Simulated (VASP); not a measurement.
# SnO (P4/nmm) in VASP: a series of runs

SnO is run at these levels: PBE, r2SCAN; tasks: single point.

Everything below comes from runs of VASP 6.6.1. Logs are shortened: lines on timing, memory, paths and dates and some standing lists are left out, and cuts for length are marked.

### Step 1. The cell of the first run

The structure is tetragonal, space group P4/nmm (No. 129). Conventional cell: a = 3.864 Å, b = 3.864 Å, c = 4.951 Å, α = 90.00°, β = 90.00°, γ = 90.00°. Sn (site symmetry 4mm) has 4 O at 2.26 Å within 3.0 Å. Within 3.0 Å of O (site symmetry -4m2) lie 4 Sn at 2.26 Å and 4 O at 2.73 Å.

### Step 2. Single point, PBE, non-collinear spin, zero start, spin-orbit coupling

Contents of INCAR:

```
SYSTEM = SnO
ALGO = Normal ; EDIFF = 1E-6
ENCUT = 520 ; GGA = PE
GGA_COMPAT = .FALSE. ; ISIF = 2
ISMEAR = -1 ; LASPH = .TRUE.
LCHARG = .TRUE. ; LORBIT = 11
LORBMOM = .TRUE. ; LREAL = .FALSE.
LSORBIT = .TRUE. ; LVHAR = .TRUE.
LWAVE = .FALSE. ; MAGMOM = 0 0 0 0 0 0 0 0 0 0 0 0
NBANDS = 54 ; NELM = 150
PREC = Accurate ; SIGMA = 0.05
```

Contents of KPOINTS:

```
k-points
0
G
  7 7 6
  0 0 0
```

Contents of POSCAR:

```
SnO
1.0
    3.8638811754      0.0000000000      0.0000000000
    0.0000000000      3.8638811754      0.0000000000
    0.0000000000      0.0000000000      4.9512221655
Sn O
2 2
Direct
    0.5000000000      0.0000000000      0.7646261400
    0.0000000000      0.5000000000      0.2353738600
    0.0000000000      0.0000000000      0.0000000000
    0.5000000000      0.5000000000      0.0000000000
```

Potentials or basis: VASP PAW PBE potentials, release 64 (Sn_d, O).

The run is started by

```sh
$ cat potpaw_PBE.64/Sn_d/POTCAR potpaw_PBE.64/O/POTCAR > POTCAR
$ mpirun -np 1 vasp_ncl > vasp.out
```

OUTCAR:

```text
SYSTEM = SnO
   EDIFF = 1E-6
   ENCUT = 520
   GGA = PE
   ISIF = 2
   ISMEAR = -1
   LASPH = .TRUE.
   LORBIT = 11
   LREAL = .FALSE.
   LSORBIT = .TRUE.
   NELM = 150
   PREC = Accurate

 ion  position               nearest neighbor table
   1  0.500  0.000  0.765-   3 2.26   4 2.26   4 2.26   3 2.26   2 3.59   2 3.59   2 3.59   2 3.59

   2  0.000  0.500  0.235-   3 2.26   4 2.26   3 2.26   4 2.26   1 3.59   1 3.59   1 3.59   1 3.59

   3  0.000  0.000  0.000-   1 2.26   2 2.26   2 2.26   1 2.26
   4  0.500  0.500  0.000-   1 2.26   2 2.26   1 2.26   2 2.26

  LATTYP: Found a simple tetragonal cell.
 ALAT       =     3.8638811754
 C/A-ratio  =     1.2814116016

  Lattice vectors:

 A1 = (   3.8638811754,   0.0000000000,   0.0000000000)
 A2 = (   0.0000000000,   3.8638811754,   0.0000000000)
 A3 = (   0.0000000000,   0.0000000000,   4.9512221655)

Analysis of symmetry for initial positions (statically):
=====================================================================
 Subroutine PRICEL returns:
 Original cell was already a primitive cell.

 Routine SETGRP: Setting up the symmetry group for a
 simple tetragonal supercell.

 Subroutine GETGRP returns: Found 16 space group operations
 (whereof  8 operations were pure point group operations)
 out of a pool of 16 trial point group operations.

The static configuration has the point symmetry D_2d.
 The point group associated with its full space group is D_4h.

Analysis of symmetry for dynamics (positions and initial velocities):
=====================================================================
 Subroutine PRICEL returns:
 Original cell was already a primitive cell.

 Routine SETGRP: Setting up the symmetry group for a
 simple tetragonal supercell.

 Subroutine GETGRP returns: Found 16 space group operations
 (whereof  8 operations were pure point group operations)
 out of a pool of 16 trial point group operations.

The dynamic configuration has the point symmetry D_2d.
 The point group associated with its full space group is D_4h.

Analysis of structural, dynamic, and magnetic symmetry:
=====================================================================
 Subroutine PRICEL returns:
 Original cell was already a primitive cell.

 Routine SETGRP: Setting up the symmetry group for a
 simple tetragonal supercell.

 Subroutine GETGRP returns: Found 16 space group operations
 (whereof  8 operations were pure point group operations)
 out of a pool of 16 trial point group operations.

The overall configuration has the point symmetry D_2d.
 The point group associated with its full space group is D_4h.

 Subroutine INISYM returns: Found 16 space group operations
 (whereof  8 operations are pure point group operations),
 and found     1 'primitive' translations

----------------------------------------------------------------------------------------

                                     Primitive cell

  volume of cell :      73.9197

  direct lattice vectors                    reciprocal lattice vectors
     3.863881175  0.000000000  0.000000000     0.258807131  0.000000000  0.000000000
     0.000000000  3.863881175  0.000000000     0.000000000  0.258807131  0.000000000
     0.000000000  0.000000000  4.951222165     0.000000000  0.000000000  0.201970335

  length of vectors
     3.863881175  3.863881175  4.951222165     0.258807131  0.258807131  0.201970335

  position of ions in fractional coordinates (direct lattice)
     0.500000000  0.000000000  0.764626140
     0.000000000  0.500000000  0.235373860
     0.000000000  0.000000000  0.000000000
     0.500000000  0.500000000  0.000000000

  ion indices of the primitive-cell ions
   primitive index   ion index
                 1           1
                 2           2
                 3           3
                 4           4

----------------------------------------------------------------------------------------

 KPOINTS: k-points

Automatic generation of k-mesh.
 Grid dimensions read from file:
 generate k-points for:    7    7    6

 Generating k-lattice:

  Cartesian coordinates                     Fractional coordinates (reciprocal lattice)
     0.036972447  0.000000000  0.000000000     0.142857143  0.000000000  0.000000000
     0.000000000  0.036972447  0.000000000     0.000000000  0.142857143  0.000000000
     0.000000000  0.000000000  0.033661723     0.000000000  0.000000000  0.166666667

  Length of vectors
     0.036972447  0.036972447  0.033661723

  Shift w.r.t. Gamma in fractional coordinates (k-lattice)
     0.000000000  0.000000000  0.000000000

 Subroutine IBZKPT returns following result:
[... 63 lines left out ...]
   EFERMI =   0.00;   METHOD = LEGACY
   ISMEAR =    -1;   SIGMA  =   0.05  broadening in eV -4-tet -1-fermi 0-gaus
   EFERMI_NEDOS =   21; number of points for ismear=-14 and -15
   IALGO  =     38    algorithm
   IMIX   =      4    mixing-type and parameters
     AMIX     =   0.40;   BMIX     =  1.00
     AMIX_MAG =   1.60;   BMIX_MAG =  1.00
  volume/ion in A,a.u.               =      18.48       124.71
  Fermi-wavevector in a.u.,A,eV,Ry     =   1.334058  2.521005 24.214450  1.779712
  Thomas-Fermi vector in A             =   2.462869
   LORBIT       =     11    0 simple, 1 ext, 2 COOP (PROOUT), +10 PAW based schemes
   GGA     = PE    functional components
   LHFCALC =     F    Hartree Fock is set to
   AEXX    =    0.0000 exact exchange contribution
   IVDW    =     0    specifies the selected vdW correction
   LEPSILON=     F    determine dielectric tensor
   LRPA    =     F    only Hartree local field effects (RPA)
  energy-cutoff  :      520.00
  volume of cell :       73.92
 maximum number of plane-waves:      4012
 NGX is ok and might be reduce to    30
   NGX = 15   NGY = 15   NGZ = 19

 number of electron      39.9999995 magnetization      -0.0000000      0.0000000     -0.0000000

 number of electron      39.9999995 magnetization       0.0000000      0.0000000      0.0000000

 number of electron      39.9999995 magnetization       0.0000000     -0.0000000      0.0000000

 Free energy of the ion-electron system (eV)
  ---------------------------------------------------
  ext. energy  EPLUGINS =         0.00000000
  ---------------------------------------------------
  free energy    TOTEN  =       -22.79820191 eV

  energy without entropy =      -22.79810367  energy(sigma->0) =      -22.79815279

 E-fermi :   6.6773     XC(G=0):  -9.9748

 val. band max:        6.4232017775   @ k =   0.0000   0.0000   0.0000
 cond. band min:       6.9373648504   @ k =   0.4286   0.4286   0.0000
 fundamental gap:      0.5141630728
 Fermi energy:         6.6772606085

 k-point     1 :       0.0000    0.0000    0.0000
  band No.  band energies     occupation
      1     -15.7274      1.00000
      2     -15.7274      1.00000
      3     -15.6003      1.00000
      4     -15.6003      1.00000
      5     -15.5759      1.00000
      6     -15.5759      1.00000
[... 1309 lines left out ...]
     51      12.9240      0.00000
     52      12.9240      0.00000

 [... further k-points ...]

 [bands above 52 left out]

------------------------ aborting loop because EDIFF is reached ----------------------------------------

  FORCE on cell =-STRESS in cart. coord.  units (eV):
  Direction    XX          YY          ZZ          XY          YZ          ZX
  --------------------------------------------------------------------------------------
  -------------------------------------------------------------------------------------
  Total        0.0736699      0.0736699      0.0744357      0.0000000      0.0000000      0.0000000
  in kB        1.5967641      1.5967641      1.6133632      0.0000000      0.0000000      0.0000000
  external PRESSURE =       1.6022971 kB  Pullay stress =       0.0000000 kB

 VOLUME and BASIS-vectors are now :
 -----------------------------------------------------------------------------
  energy-cutoff  :      520.00
  volume of cell :       73.92
      direct lattice vectors                 reciprocal lattice vectors
     3.863881175  0.000000000  0.000000000     0.258807131  0.000000000  0.000000000
     0.000000000  3.863881175  0.000000000     0.000000000  0.258807131  0.000000000
     0.000000000  0.000000000  4.951222165     0.000000000  0.000000000  0.201970335

 POSITION                                       TOTAL-FORCE (eV/Angst)
 -----------------------------------------------------------------------------------
      1.93194      0.00000      3.78583         0.000000      0.000000      0.071795
      0.00000      1.93194      1.16539         0.000000      0.000000     -0.071795
      0.00000      0.00000      0.00000         0.000000      0.000000      0.000000
      1.93194      1.93194      0.00000        -0.000000     -0.000000      0.000000
 -----------------------------------------------------------------------------------
    total drift:                                0.000000      0.000000      0.000000

  FREE ENERGIE OF THE ION-ELECTRON SYSTEM (eV)
  ---------------------------------------------------
  free  energy   TOTEN  =       -22.7982019149 eV

  energy  without entropy=      -22.7981036745  energy(sigma->0) =      -22.79815279

 orbital moment (x)

 # of ion     p       d       tot
 ----------------------------------------
  1         0.000   0.000   0.000
  2         0.000   0.000   0.000
  3         0.000   0.000   0.000
  4        -0.000   0.000  -0.000
 ----------------------------------------
            0.000   0.000   0.000

 orbital moment (y)

 # of ion     p       d       tot
 ----------------------------------------
  1        -0.000   0.000   0.000
  2        -0.000   0.000  -0.000
  3        -0.000   0.000  -0.000
  4        -0.000   0.000  -0.000
 ----------------------------------------
           -0.000   0.000  -0.000

 orbital moment (z)

 # of ion     p       d       tot
 ----------------------------------------
  1         0.000   0.000   0.000
  2         0.000   0.000   0.000
  3         0.000   0.000   0.000
  4         0.000   0.000   0.000
 ----------------------------------------
            0.000   0.000   0.000

 Spin-Orbit-Coupling matrix elements

 Ion:    1  E_soc:     -0.0762683
 l=   1
     0.0000000    -0.0073469    -0.0054700
    -0.0073469     0.0000000    -0.0073469
    -0.0054700    -0.0073469     0.0000000
 l=   2
     0.0000000    -0.0012065     0.0000000    -0.0012065    -0.0047394
    -0.0012065     0.0000000    -0.0036455    -0.0011726    -0.0011772
     0.0000000    -0.0036455     0.0000000    -0.0036455     0.0000000
    -0.0012065    -0.0011726    -0.0036455     0.0000000    -0.0011772
    -0.0047394    -0.0011772     0.0000000    -0.0011772     0.0000000
 l=   3
     0.0000000     0.0000000     0.0000000     0.0000000     0.0000000     0.0000000     0.0000000
     0.0000000     0.0000000     0.0000000     0.0000000     0.0000000     0.0000000     0.0000000
     0.0000000     0.0000000     0.0000000     0.0000000     0.0000000     0.0000000     0.0000000
     0.0000000     0.0000000     0.0000000     0.0000000     0.0000000     0.0000000     0.0000000
[... 49 lines left out ...]
 l=   2
     0.0000000     0.0000000     0.0000000     0.0000000     0.0000000
     0.0000000     0.0000000     0.0000000     0.0000000     0.0000000
     0.0000000     0.0000000     0.0000000     0.0000000     0.0000000
     0.0000000     0.0000000     0.0000000     0.0000000     0.0000000
     0.0000000     0.0000000     0.0000000     0.0000000     0.0000000
 l=   3
     0.0000000     0.0000000     0.0000000     0.0000000     0.0000000     0.0000000     0.0000000
     0.0000000     0.0000000     0.0000000     0.0000000     0.0000000     0.0000000     0.0000000
     0.0000000     0.0000000     0.0000000     0.0000000     0.0000000     0.0000000     0.0000000
     0.0000000     0.0000000     0.0000000     0.0000000     0.0000000     0.0000000     0.0000000
     0.0000000     0.0000000     0.0000000     0.0000000     0.0000000     0.0000000     0.0000000
     0.0000000     0.0000000     0.0000000     0.0000000     0.0000000     0.0000000     0.0000000
     0.0000000     0.0000000     0.0000000     0.0000000     0.0000000     0.0000000     0.0000000

 total charge

# of ion       s       p       d       tot
------------------------------------------
    1        1.263   0.760  10.060  12.084
    2        1.263   0.760  10.060  12.084
    3        1.577   3.416   0.000   4.993
    4        1.577   3.416   0.000   4.993
--------------------------------------------------
tot          5.680   8.352  20.121  34.153

 magnetization (x)

# of ion       s       p       d       tot
------------------------------------------
    1        0.000   0.000   0.000   0.000
    2        0.000   0.000   0.000   0.000
    3        0.000   0.000   0.000   0.000
    4        0.000  -0.000   0.000  -0.000
--------------------------------------------------
tot          0.000  -0.000   0.000  -0.000

 magnetization (y)

# of ion       s       p       d       tot
------------------------------------------
    1       -0.000  -0.000   0.000  -0.000
    2       -0.000  -0.000  -0.000  -0.000
    3       -0.000   0.000   0.000   0.000
    4        0.000   0.000   0.000   0.000
--------------------------------------------------
tot         -0.000   0.000   0.000   0.000

 magnetization (z)

# of ion       s       p       d       tot
------------------------------------------
    1        0.000   0.000   0.000   0.000
    2        0.000   0.000   0.000   0.000
    3        0.000   0.000   0.000   0.000
    4        0.000   0.000   0.000   0.000
--------------------------------------------------
tot          0.000   0.000   0.000   0.000
```

Run time: 12 min. Hardware: 1 thread of Intel Xeon 8259CL, shared host; peak memory 0.46 GiB.

Results:

- Free energy: -22.7982 eV
- Pressure: 0.2 GPa
- Largest force: 0.072 eV/Å
- Net moment: 0.00 μB per cell
- Valence electrons inside the program's atomic spheres: Sn 12.08; O 4.99

Forces on the atoms (eV/Å):
```
Sn   0.000  0.000  0.072
Sn   0.000  0.000 -0.072
O    0.000  0.000  0.000
O    0.000  0.000  0.000
```

Moments on the atoms (μB; x, y, z):
```
Sn  0.00 0.00 0.00
Sn  0.00 0.00 0.00
O   0.00 0.00 0.00
O   0.00 0.00 0.00
```

(Continued in part 2 of 2.)
